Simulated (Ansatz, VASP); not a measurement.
GaP in VASP and in Ansatz

```xyz
2
Lattice="2.7116 2.7116 0.0000 -2.7116 2.7116 0.0000 0.0000 2.7116 2.7369" Properties=species:S:1:pos:R:3 pbc="T T T"
Ga    0.0000    0.0000    0.0000
P     1.3558    4.0674    1.3685
```

Change from the starting cell: film at in-plane strain -0.005.

Alike in both runs: task single point; functional r2SCAN; k mesh 8 × 8 × 8; no spin polarisation.

|  | VASP | Ansatz |
| --- | --- | --- |
| version | VASP 6.6.1 | Ansatz 0.2.0 |
| potentials or method | VASP PAW PBE potentials, release 64 (Ga_d, P) | PAW with Ansatz's default frozen-core files, scalar-relativistic |
| plane-wave cutoff (eV) | 520 | 500 |
| occupations | gaussian, width 0.01 eV | fixed |
| valence electrons in the cell | 18 | 18 |

|  | VASP | Ansatz | Ansatz less VASP |
| --- | --- | --- | --- |
| gap on the k mesh at the Fermi level (eV) | 1.85 | 1.84 | -0.008 |
| pressure (GPa) | 0.5 | 0.6 | +0.09 |
| traceless stress, the component that is largest in VASP (GPa) | -0.50 | -0.52 | -0.013 |

VASP's potentials were made for PBE, not for r2SCAN.
